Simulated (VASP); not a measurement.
Input of a VASP 6.6.1 run:

The input INCAR:

```
SYSTEM = BSe
PREC     = Accurate       ! precision mode
ENCUT    = 600            ! plane-wave cutoff, eV
EDIFF    = 1E-6           ! SCF threshold, eV
ISMEAR   = 0              ! smearing method
SIGMA    = 0.1            ! smearing width, eV
LREAL    = .FALSE.        ! projectors in reciprocal space
LASPH    = .TRUE.         ! aspherical terms in the spheres
NELM     = 80             ! most SCF steps
ALGO     = Normal         ! electronic algorithm
ISIF     = 3              ! what is computed and relaxed
LWAVE    = .FALSE.        ! write WAVECAR
LCHARG   = .FALSE.        ! write CHGCAR
GGA      = PE             ! functional
IBRION   = 2              ! ionic algorithm
NSW      = 100            ! ionic steps
EDIFFG   = -0.005         ! ionic threshold
```

The input KPOINTS:

```
regular mesh
0
G
  16 16 16
  0 0 0
```

File POSCAR:

```
BSe
1.0
    0.0000000000      2.3511654603      2.3511654603
    2.3511654603      0.0000000000      2.3511654603
    2.3511654603      2.3511654603      0.0000000000
B Se
1 1
Direct
    0.0000000000      0.0000000000      0.0000000000
    0.5000000000      0.5000000000      0.5000000000
```

Potentials or basis: VASP PAW PBE potentials, release 64 (B, Se).

Run with:

```console
$ cat potpaw_PBE.64/B/POTCAR potpaw_PBE.64/Se/POTCAR > POTCAR
$ mpirun -np 1 vasp_std > vasp.out
```

Question: Estimate the band gap on the k mesh.

Answer: Zero (an odd number of electrons rules out a gap without spin polarisation).

Question: Predict the relaxed cell.

Answer: a = 3.328 Å, b = 3.328 Å, c = 3.328 Å, α = 60.00°, β = 60.00°, γ = 60.00°.

Question: Estimate the relaxed volume.

Answer: 13.03 Å³/atom.

Question: Predict the space group after relaxing (to 0.1 Å).

Answer: Fm-3m (No. 225).

Final structure:
```
B Se
1.0
     0.00000    2.35327    2.35327
     2.35327    0.00000    2.35327
     2.35327    2.35327    0.00000
B Se
1 1
Direct
  0.00000 0.00000 0.00000
  0.50000 0.50000 0.50000
```
